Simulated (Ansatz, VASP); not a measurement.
**Si16C16O in VASP and in Ansatz**

```
Si C O
1.0
    -4.37971    4.37971   -4.37971
     4.37971    4.37971    4.37971
     4.37971   -4.37971   -4.37971
Si C O
16 16 1
Direct
  0.99951 0.99525 0.74837
  0.99965 0.24413 0.49430
  0.99965 0.49596 0.23744
  0.99962 0.74489 0.99912
  0.25135 0.99952 0.50191
  0.25009 0.24578 0.24954
  0.23792 0.49583 0.99903
  0.25081 0.74790 0.74758
  0.50253 0.99956 0.25086
  0.49490 0.24416 0.99910
  0.49685 0.49673 0.74777
  0.50429 0.74876 0.50374
  0.74897 0.99530 0.99894
  0.76152 0.25774 0.76093
  0.74837 0.49672 0.49634
  0.74808 0.74792 0.25031
  0.99941 0.00170 0.99884
  0.99961 0.23408 0.73150
  0.99962 0.50080 0.49582
  0.99971 0.76606 0.25800
  0.24801 0.99997 0.74801
  0.25068 0.25099 0.49844
  0.26712 0.50138 0.26659
  0.25856 0.76606 0.99927
  0.50309 0.00407 0.50256
  0.49903 0.25103 0.25015
  0.49628 0.50079 0.99906
  0.50002 0.75145 0.75053
  0.74858 0.00002 0.24744
  0.73218 0.23424 0.99920
  0.74079 0.50701 0.74027
  0.75110 0.75146 0.49951
  0.99987 0.48835 0.99933
```

Alike in both runs: functional PBE; k mesh 1 × 1 × 1; occupations fermi-dirac, width 0.01 eV; no spin polarisation.

Ansatz relaxed the structure, and its values are those at the end. VASP's run is a single point on that final structure, the one shown.

```csv
,VASP,Ansatz
version,VASP 6.6.1,Ansatz 0.2.0
potentials or method,"VASP PAW PBE potentials, release 64 (Si, C, O), cutoff 520 eV",plane-wave PAW DFT
valence electrons in the cell,134,134
```

```tsv
	VASP	Ansatz	Ansatz less VASP
rms of the force components (eV/Å)	0.011	0.007	-0.0038
```
